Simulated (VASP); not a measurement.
Set up this calculation in VASP 6.6.1, as the native input.

```yaml
Task: single point
Functional: r2SCAN
Potentials_or_basis: VASP PAW PBE potentials, release 64 (W_sv, S)
Cutoff: 520 eV
k_mesh: 12 × 12 × 2
Occupations: gaussian, width 0.05 eV
Spin: no spin polarisation
Dipole_correction: no
Further_INCAR_settings: ALGO = Normal; EDIFF = 1e-07; NBANDS = 35
```

WS2, a slab with vacuum:

```
W S
1.0
     3.35851    0.00000    0.00000
    -1.67926    2.90856    0.00000
     0.00000    0.00000   21.25578
W S
2 4
Direct
  0.33333 0.66667 0.63794
  0.66667 0.33333 0.36206
  0.33333 0.66667 0.29624
  0.66667 0.33333 0.57210
  0.33333 0.66667 0.42790
  0.66667 0.33333 0.70376
```

This cell differs from its parent crystal: ratio of the length along z to the lengths across it x 0.85, volume and fractional coordinates fixed.

One way to write it, as run:

POSCAR

```
WS2
1.0
    3.3585119856      0.0000000000      0.0000000000
   -1.6792559928      2.9085566985      0.0000000000
    0.0000000000      0.0000000000     21.2557790972
W S
2 4
Direct
    0.3333333333      0.6666666667      0.6379434935
    0.6666666667      0.3333333333      0.3620565065
    0.3333333333      0.6666666667      0.2962425097
    0.6666666667      0.3333333333      0.5721038223
    0.3333333333      0.6666666667      0.4278961777
    0.6666666667      0.3333333333      0.7037574903
```

INCAR.step1

```
SYSTEM = WS2
PREC     = Accurate       ! precision mode
ENCUT    = 520            ! plane-wave cutoff, eV
ISMEAR   = 0              ! smearing method
SIGMA    = 0.05           ! smearing width, eV
LREAL    = .FALSE.        ! projectors in reciprocal space
LASPH    = .TRUE.         ! aspherical terms in the spheres
NELM     = 60             ! most SCF steps
NBANDS   = 35             ! bands
GGA      = PE             ! functional
ALGO     = Normal         ! electronic algorithm
EDIFF    = 1E-4           ! SCF threshold, eV
LWAVE    = .TRUE.         ! write WAVECAR
LCHARG   = .FALSE.        ! write CHGCAR
```

INCAR.step2

```
SYSTEM = WS2
PREC     = Accurate       ! precision mode
ENCUT    = 520            ! plane-wave cutoff, eV
EDIFF    = 1E-7           ! SCF threshold, eV
ISMEAR   = 0              ! smearing method
SIGMA    = 0.05           ! smearing width, eV
LREAL    = .FALSE.        ! projectors in reciprocal space
LASPH    = .TRUE.         ! aspherical terms in the spheres
NELM     = 60             ! most SCF steps
ALGO     = Normal         ! electronic algorithm
ISIF     = 2              ! what is computed and relaxed
LWAVE    = .FALSE.        ! write WAVECAR
LCHARG   = .FALSE.        ! write CHGCAR
METAGGA  = R2SCAN         ! meta-GGA
LMIXTAU  = .TRUE.       
NBANDS   = 35             ! bands
ISTART   = 1
```

KPOINTS

```
regular mesh
0
G
  12 12 2
  0 0 0
```

Potentials or basis: VASP PAW PBE potentials, release 64 (W_sv, S).

Run with:

```sh
$ cat potpaw_PBE.64/W_sv/POTCAR potpaw_PBE.64/S/POTCAR > POTCAR
$ cp INCAR.step1 INCAR
$ mpirun -np 1 vasp_std > vasp.out
$ cp INCAR.step2 INCAR
$ mpirun -np 1 vasp_std > vasp.out
```

Results of the run:

```json
{
 "Largest force": "2.350 eV/Å",
 "Band gap on the k mesh": "zero (bands 26 and 27 overlap by 0.44 eV)"
}
```

Caveat: there is no dipole correction, which matters where the two faces differ; the PAW data sets were made with another functional, which shifts forces and pressure a little; spin-orbit coupling is left out, which moves the levels of the heavy elements.

Wall time 32 min on 1 thread of Intel(R) Xeon(R) Platinum 8259CL CPU @ 2.50GHz (Skylake/Cascade Lake), on a shared host, peak memory 0.52 GiB.
